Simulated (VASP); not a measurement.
# AlNi (Cmmm) in VASP: settings compared, part 2 of 2

VASP 6.6.1.

### 3 Single point, PBEsol

The input, INCAR:

```
SYSTEM = AlNi
PREC = Accurate ; ENCUT = 520
EDIFF = 1E-6 ; ISMEAR = -1
SIGMA = 0.05 ; LREAL = .FALSE.
LASPH = .TRUE. ; NELM = 60
ALGO = Fast ; ISIF = 2
LWAVE = .FALSE. ; LCHARG = .FALSE.
GGA = PS ; NBANDS = 14
```

The input, KPOINTS:

```
Automatic mesh
0
G
  10 10 9
  0 0 0
```

The input, POSCAR:

```
AlNi
1.0
    1.9386940000     -1.9531901500      0.0000000000
    1.9386940000      1.9531901500      0.0000000000
    0.0000000000      0.0000000000      3.0994300413
Ni Al
1 1
Direct
    0.5000000000      0.5000000000      0.5000000000
    0.0000000000      0.0000000000      0.0000000000
```

Potentials or basis: VASP PAW PBE potentials, release 64 (Ni, Al).

The run is started by

```sh
cat potpaw_PBE.64/Ni/POTCAR potpaw_PBE.64/Al/POTCAR > POTCAR
mpirun -np 1 vasp_std > vasp.out
```

OUTCAR:

```text
SYSTEM = AlNi
   PREC = Accurate
   ENCUT = 520
   EDIFF = 1E-6
   ISMEAR = -1
   LREAL = .FALSE.
   LASPH = .TRUE.
   NELM = 60
   ISIF = 2
   GGA = PS

 ion  position               nearest neighbor table
   1  0.500  0.500  0.500-   2 2.48   2 2.48   2 2.48   2 2.48   2 2.49   2 2.49   2 2.49   2 2.49

   2  0.000  0.000  0.000-   1 2.48   1 2.48   1 2.48   1 2.48   1 2.49   1 2.49   1 2.49   1 2.49

  LATTYP: Found a base centered orthorhombic cell.
 ALAT       =     3.8773880000
 B/A-ratio  =     1.0074772759
 C/A-ratio  =     0.7993603017

  Lattice vectors:

 A1 = (   1.9386940000,  -1.9531901500,   0.0000000000)
 A2 = (   1.9386940000,   1.9531901500,   0.0000000000)
 A3 = (   0.0000000000,   0.0000000000,   3.0994300413)

Analysis of symmetry for initial positions (statically):
=====================================================================
 Subroutine PRICEL returns:
 Original cell was already a primitive cell.

 Routine SETGRP: Setting up the symmetry group for a
 base centered orthorhombic supercell.

 Subroutine GETGRP returns: Found  8 space group operations
 (whereof  8 operations were pure point group operations)
 out of a pool of  8 trial point group operations.

The static configuration has the point symmetry D_2h.

Analysis of symmetry for dynamics (positions and initial velocities):
=====================================================================
 Subroutine PRICEL returns:
 Original cell was already a primitive cell.

 Routine SETGRP: Setting up the symmetry group for a
 base centered orthorhombic supercell.

 Subroutine GETGRP returns: Found  8 space group operations
 (whereof  8 operations were pure point group operations)
 out of a pool of  8 trial point group operations.

The dynamic configuration has the point symmetry D_2h.

 Subroutine INISYM returns: Found  8 space group operations
 (whereof  8 operations are pure point group operations),
 and found     1 'primitive' translations

[... 119 lines left out ...]
   GGA     = PS    functional components
   LHFCALC =     F    Hartree Fock is set to
   AEXX    =    0.0000 exact exchange contribution
   IVDW    =     0    specifies the selected vdW correction
   LEPSILON=     F    determine dielectric tensor
   LRPA    =     F    only Hartree local field effects (RPA)
 non-spin polarized calculation
 RMM-DIIS sequential band-by-band and
  energy-cutoff  :      520.00
  volume of cell :       23.47
 maximum number of plane-waves:       646
   NGX = 11   NGY = 11   NGZ = 11

 number of electron      13.0000022 magnetization

 Free energy of the ion-electron system (eV)
  ---------------------------------------------------
  ext. energy  EPLUGINS =         0.00000000
  ---------------------------------------------------
  free energy    TOTEN  =       -11.54603203 eV

  energy without entropy =      -11.53866252  energy(sigma->0) =      -11.54234727

 E-fermi :  10.1366     XC(G=0): -12.2564

 val. band max:       10.1335112865   @ k =  -0.4000   0.2000   0.1111
 cond. band min:      10.1370158988   @ k =   0.0000   0.0000   0.2222
 fundamental gap:      0.0035046123
 Fermi energy:        10.1365958632

 k-point     1 :       0.0000    0.0000    0.0000
  band No.  band energies     occupation
      1      -1.1362      2.00000
      2       6.7189      2.00000
      3       6.8623      2.00000
      4       8.4861      2.00000
      5       8.5054      2.00000
      6       8.7988      2.00000
      7      13.0814      0.00000
      8      17.1853      0.00000
      9      17.2286      0.00000
     10      17.3263      0.00000
     11      18.8128      0.00000
     12      24.7661      0.00000
     13      30.5554      0.00000
     14      30.5644      0.00000
[... 377 lines left out ...]
      1       3.4868      2.00000
      2       5.9920      2.00000
      3       7.4952      2.00000
      4       7.6567      2.00000
      5       7.9668      2.00000
      6       7.9992      2.00000
      7      10.0420      1.73795
      8      13.7453      0.00000
      9      16.7473      0.00000
     10      18.8628      0.00000
     11      21.2162      0.00000
     12      22.1572      0.00000
     13      24.3523      0.00000
     14      25.4192      0.00000

 [... further k-points ...]
[... 5 lines left out ...]
  --------------------------------------------------------------------------------------
  -------------------------------------------------------------------------------------
  Total        0.5578322      0.3133492     -0.6322721     -0.0000000      0.0000000      0.0000000
  in kB       38.0757541     21.3881628    -43.1567732     -0.0000000      0.0000000      0.0000000
  external PRESSURE =       5.4357145 kB  Pullay stress =       0.0000000 kB

 VOLUME and BASIS-vectors are now :
 -----------------------------------------------------------------------------
  energy-cutoff  :      520.00
  volume of cell :       23.47
      direct lattice vectors                 reciprocal lattice vectors
     1.938694000 -1.953190150  0.000000000     0.257905580 -0.255991461  0.000000000
     1.938694000  1.953190150  0.000000000     0.257905580  0.255991461  0.000000000
     0.000000000  0.000000000  3.099430041     0.000000000  0.000000000  0.322639965

 POSITION                                       TOTAL-FORCE (eV/Angst)
 -----------------------------------------------------------------------------------
      1.93869      0.00000      1.54972        -0.000000      0.000000      0.000000
      0.00000      0.00000      0.00000         0.000000     -0.000000      0.000000
 -----------------------------------------------------------------------------------
    total drift:                                0.000000      0.000000      0.000000

  FREE ENERGIE OF THE ION-ELECTRON SYSTEM (eV)
  ---------------------------------------------------
  free  energy   TOTEN  =       -11.5460320251 eV

  energy  without entropy=      -11.5386625234  energy(sigma->0) =      -11.54234727
```

stdout:

```text
POSCAR found type information on POSCAR NiAl
 POSCAR found :  2 types and       2 ions
 scaLAPACK will be used
 -----------------------------------------------------------------------------
|                                                                             |
|                                                                             |
|     You enforced a specific xc type in the INCAR file but a different       |
|     I HOPE YOU KNOW WHAT YOU ARE DOING!                                     |
|                                                                             |
 -----------------------------------------------------------------------------

 LDA part: xc-table for (Slater+PW92), standard interpolation
 POSCAR, INCAR and KPOINTS ok, starting setup
 FFT: planning ... GRIDC
 FFT: planning ... GRID_SOFT
 FFT: planning ... GRID
 WAVECAR not read
 entering main loop
```

It took 18 s on 1 thread of Intel Xeon 6975P-C (Granite Rapids), shared host; peak memory 0.16 GiB.

Results:

```yaml
Free_energy: -11.5460 eV
Pressure: 0.5 GPa
```

Levels at points of the mesh, in eV from the Fermi level:
| k point | band 3 | band 4 | band 5 | band 6 | band 7 | band 8 | band 9 | band 10 | band 11 | band 12 |
| --- | --- | --- | --- | --- | --- | --- | --- | --- | --- | --- |
| (0.00, 0.00, 0.00) | -3.27 | -1.65 | -1.63 | -1.34 | 2.94 | 7.05 | 7.09 | 7.19 | 8.68 | 14.63 |
| (0.50, 0.00, 0.00) | -2.79 | -2.75 | -2.06 | -1.52 | -0.34 | 7.79 | 7.94 | 9.40 | 11.63 | 12.74 |
| (0.50, 0.50, 0.00) | -2.44 | -2.44 | -2.42 | -2.30 | -0.83 | 2.22 | 3.32 | 10.81 | 13.52 | 13.66 |

Caveat: the PAW data sets were made with another functional, which shifts forces and pressure a little. Spin polarisation is off, so any magnetic state and its effect on volume and gap are missing.

### 4 Single point, PBEsol+D3(BJ), collinear spin, ferromagnetic start

The input, INCAR:

```
SYSTEM = AlNi
PREC     = Accurate       ! precision mode
ENCUT    = 520            ! plane-wave cutoff, eV
EDIFF    = 1E-7           ! SCF threshold, eV
ISMEAR   = -1             ! smearing method
SIGMA    = 0.05           ! smearing width, eV
LREAL    = .FALSE.        ! projectors in reciprocal space
LASPH    = .TRUE.         ! aspherical terms in the spheres
NELM     = 150            ! most SCF steps
ALGO     = Normal         ! electronic algorithm
ISIF     = 2              ! what is computed and relaxed
LWAVE    = .FALSE.        ! write WAVECAR
LCHARG   = .TRUE.         ! write CHGCAR
ISPIN    = 2              ! spin polarisation
MAGMOM   = 1 0            ! initial moments
LORBIT   = 11             ! projections on sites
LMAXMIX  = 4              ! l up to which the mixer works
GGA      = PS             ! functional
IVDW     = 12             ! dispersion correction
LELF     = .TRUE.         ! ELF
LVHAR    = .TRUE.       
NBANDS   = 18             ! bands
```

The input, KPOINTS:

```
regular mesh
0
G
  10 10 9
  0 0 0
```

POSCAR is that of step 3.

The run is started by

```sh
cat potpaw_PBE.64/Ni/POTCAR potpaw_PBE.64/Al/POTCAR > POTCAR
mpirun -np 1 vasp_std > vasp.out
```

It took 46 s on 1 thread of Intel Xeon 6975P-C (Granite Rapids), shared host; peak memory 0.22 GiB.

It converged, with:

```
Free energy                                           : -12.3771 eV
Pressure                                              : -5.1 GPa
Net moment                                            : 0.00 μB per cell
Valence electrons inside the program's atomic spheres : Ni 9.51; Al 0.81
Dispersion energy per atom                            : -0.416 eV
```

Stress tensor (GPa, compression positive):
```
-1.82  0.00  0.00
 0.00 -3.48  0.00
 0.00  0.00 -9.95
```

Levels at points of the mesh, in eV from the Fermi level:
Spin up:
| k point | band 3 | band 4 | band 5 | band 6 | band 7 | band 8 | band 9 | band 10 | band 11 | band 12 |
| --- | --- | --- | --- | --- | --- | --- | --- | --- | --- | --- |
| (0.00, 0.00, 0.00) | -3.27 | -1.65 | -1.63 | -1.34 | 2.95 | 7.05 | 7.09 | 7.19 | 8.68 | 14.63 |
| (0.50, 0.00, 0.00) | -2.79 | -2.75 | -2.06 | -1.52 | -0.34 | 7.79 | 7.94 | 9.40 | 11.63 | 12.74 |
| (0.50, 0.50, 0.00) | -2.44 | -2.44 | -2.42 | -2.30 | -0.83 | 2.22 | 3.32 | 10.81 | 13.53 | 13.66 |
Spin down:
```csv
k point,band 3,band 4,band 5,band 6,band 7,band 8,band 9,band 10,band 11,band 12
"(0.00, 0.00, 0.00)",-3.27,-1.65,-1.63,-1.34,2.95,7.05,7.09,7.19,8.68,14.63
"(0.50, 0.00, 0.00)",-2.79,-2.75,-2.06,-1.52,-0.34,7.79,7.94,9.40,11.63,12.74
"(0.50, 0.50, 0.00)",-2.44,-2.44,-2.42,-2.30,-0.83,2.22,3.32,10.81,13.53,13.66
```

Caveat: three body term missing; the PAW data sets were made with another functional, which shifts forces and pressure a little; pairwise dispersion overbinds metals, which lowers pressure and volume.

### 5 Single point, PBE, collinear spin, ferromagnetic start

This run uses another cell than the first one, of 11.03 Å³/atom, 0.940 times its volume.

The input, INCAR:

```
SYSTEM = AlNi
ALGO     = Normal         ! electronic algorithm
EDIFF    = 1E-6           ! SCF threshold, eV
ENCUT    = 520            ! plane-wave cutoff, eV
GGA      = PE             ! functional
ISIF     = 2              ! what is computed and relaxed
ISMEAR   = -1             ! smearing method
ISPIN    = 2              ! spin polarisation
LASPH    = .TRUE.         ! aspherical terms in the spheres
LCHARG   = .FALSE.        ! write CHGCAR
LMAXMIX  = 4              ! l up to which the mixer works
LORBIT   = 11             ! projections on sites
LREAL    = .FALSE.        ! projectors in reciprocal space
LWAVE    = .FALSE.        ! write WAVECAR
MAGMOM   = 1 0            ! initial moments
NBANDS   = 18             ! bands
NELM     = 150            ! most SCF steps
PREC     = Accurate       ! precision mode
SIGMA    = 0.05           ! smearing width, eV
```

The input, KPOINTS:

```
k-points
0
G
  10 10 9
  0 0 0
```

The input, POSCAR:

```
AlNi
1.0
    1.8991177115     -1.9133179386      0.0000000000
    1.8991177115      1.9133179386      0.0000000000
    0.0000000000      0.0000000000      3.0361586134
Ni Al
1 1
Direct
    0.5000000000      0.5000000000      0.5000000000
    0.0000000000      0.0000000000      0.0000000000
```

The run is started by

```sh
cat potpaw_PBE.64/Ni/POTCAR potpaw_PBE.64/Al/POTCAR > POTCAR
mpirun -np 1 vasp_std > vasp.out
```

Run time: 38 s. Hardware: 1 thread of Intel Xeon 6975P-C (Granite Rapids), shared host; peak memory 0.21 GiB.

Results (log left out):

* Free energy: -10.3806 eV
* Pressure: 18.9 GPa
* Net moment: 0.00 μB per cell
* Valence electrons inside the program's atomic spheres: Ni 9.61; Al 0.85

Stress tensor (GPa, compression positive):
```
22.72  0.00  0.00
 0.00 20.73  0.00
 0.00  0.00 13.21
```

Levels at points of the mesh, in eV from the Fermi level:
Spin up:
```
           k point  band 3  band 4  band 5  band 6  band 7  band 8  band 9  band 10  band 11  band 12
(0.00, 0.00, 0.00)   -3.58   -1.79   -1.77   -1.47    3.08    7.39    7.41     7.43     8.85    15.75
(0.50, 0.00, 0.00)   -3.05   -2.98   -2.25   -1.65   -0.36    8.01    8.02     9.92    12.01    13.45
(0.50, 0.50, 0.00)   -2.66   -2.66   -2.58   -2.45   -0.90    2.38    3.64    11.39    14.03    14.17
```
Spin down:
```csv
k point,band 4,band 5,band 6,band 7,band 8,band 9,band 10,band 11
"(0.00, 0.00, 0.00)",-1.79,-1.77,-1.47,3.08,7.39,7.41,7.43,8.85
"(0.50, 0.00, 0.00)",-2.98,-2.25,-1.65,-0.36,8.01,8.02,9.92,12.01
"(0.50, 0.50, 0.00)",-2.66,-2.58,-2.45,-0.90,2.38,3.64,11.39,14.03
```

### 6 The runs side by side

```tsv
level	spin	cell	gap on the mesh (eV)	pressure (GPa)	moment (μB)
PBEsol	off	a = 2.752, b = 2.752, c = 3.099 Å, angles 90.0, 90.0, 90.4°, 2 atoms	none	0.5	-
PBEsol+D3(BJ)	collinear, ferromagnetic start	a = 2.752, b = 2.752, c = 3.099 Å, angles 90.0, 90.0, 90.4°, 2 atoms	none	-5.1	0.00
PBE	collinear, ferromagnetic start	a = 2.696, b = 2.696, c = 3.036 Å, angles 90.0, 90.0, 90.4°, 2 atoms	none	18.9	0.00
```

Alike in all rows: task single point; potentials or basis VASP PAW PBE potentials, release 64 (Ni, Al); k mesh 10 × 10 × 9; cutoff (eV) 520; smearing fermi-dirac 0.05 eV.

Caveats: the PAW data sets were made with another functional, which shifts forces and pressure a little (some runs); three body term missing (some runs); pairwise dispersion overbinds metals, which lowers pressure and volume (some runs).

Absolute energies hang on the potentials; compare differences alone.
